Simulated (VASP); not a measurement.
HW4C4, 18 atoms in the cell. The cell holds a slab with vacuum, 18 atoms: a = 5.787 Å, b = 5.787 Å, c = 17.247 Å, α = 90.00°, β = 90.00°, γ = 120.00°. 

```yaml
Program: VASP 6.6.1
Task: single point
Functional: PBE
Potentials_or_basis: VASP PAW PBE potentials, release 64 (W_sv, C, H)
Cutoff: 520 eV
k_mesh: 4 × 4 × 1
Occupations: fermi-dirac, width 0.05 eV
Spin: no spin polarisation
Dipole_correction: no
Further_INCAR_settings: LREAL = Auto; ALGO = Normal; EDIFF = 1e-06; NBANDS = 88
```

Potentials or basis: VASP PAW PBE potentials, release 64 (W_sv, C, H).

Launch:

```console
$ cat potpaw_PBE.64/W_sv/POTCAR potpaw_PBE.64/C/POTCAR potpaw_PBE.64/H/POTCAR > POTCAR
$ mpirun -np 1 vasp_std > vasp.out
```

Hardware: 1 thread of Intel Xeon 8259CL, on a shared host.

Question: How long does it take, and how much memory?

Answer: Run time: 42 min on 1 thread of Intel Xeon 8259CL, with other jobs on the host, peak memory 0.78 GiB. Counts: scf iterations 29, k points 10.
